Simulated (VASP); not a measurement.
Set up this calculation in VASP 6.6.1, as the native input.

```yaml
Task: single point
Functional: PBEsol
Potentials_or_basis: VASP PAW PBE potentials, release 64 (Cd, Se)
Cutoff: 520 eV
k_mesh: 6 × 6 × 6
Occupations: fermi-dirac, width 0.05 eV
Spin: no spin polarisation
Dipole_correction: no
Further_INCAR_settings: ALGO = Normal; EDIFF = 1e-06; NBANDS = 16
```

The structure of CdSe lies in POSCAR:

```
CdSe
1.0
    0.0000000000      2.8739580000      2.8739580000
    2.8739580000      0.0000000000      2.8739580000
    2.8739580000      2.8739580000      0.0000000000
Cd Se
1 1
Direct
    0.0000000000      0.0000000000      0.0000000000
    0.5000000000      0.5000000000      0.5000000000
```

The input as run:

INCAR

```
SYSTEM = CdSe
ALGO = Normal ; EDIFF = 1E-6
ENCUT = 520 ; GGA = PS
ISIF = 2 ; ISMEAR = -1
LASPH = .TRUE. ; LCHARG = .FALSE.
LREAL = .FALSE. ; LWAVE = .FALSE.
NBANDS = 16 ; NELM = 80
PREC = Accurate ; SIGMA = 0.05
```

KPOINTS

```
k-points
0
G
  6 6 6
  0 0 0
```

Potentials or basis: VASP PAW PBE potentials, release 64 (Cd, Se).

Run with:

```bash
$ cat potpaw_PBE.64/Cd/POTCAR potpaw_PBE.64/Se/POTCAR > POTCAR
$ mpirun -np 1 vasp_std > vasp.out
```

Results of the run:

```yaml
Pressure: -3.4 GPa
Band_gap_on_the_k_mesh: zero (band 9 reaches 2.09 eV, above the bottom of band 10 at 1.59 eV)
```

Caveat: the PAW data sets were made with another functional, which shifts forces and pressure a little.

Run time: 6 s on 1 thread of Intel Xeon 6975P-C, with other jobs on the host, peak memory 0.17 GiB.
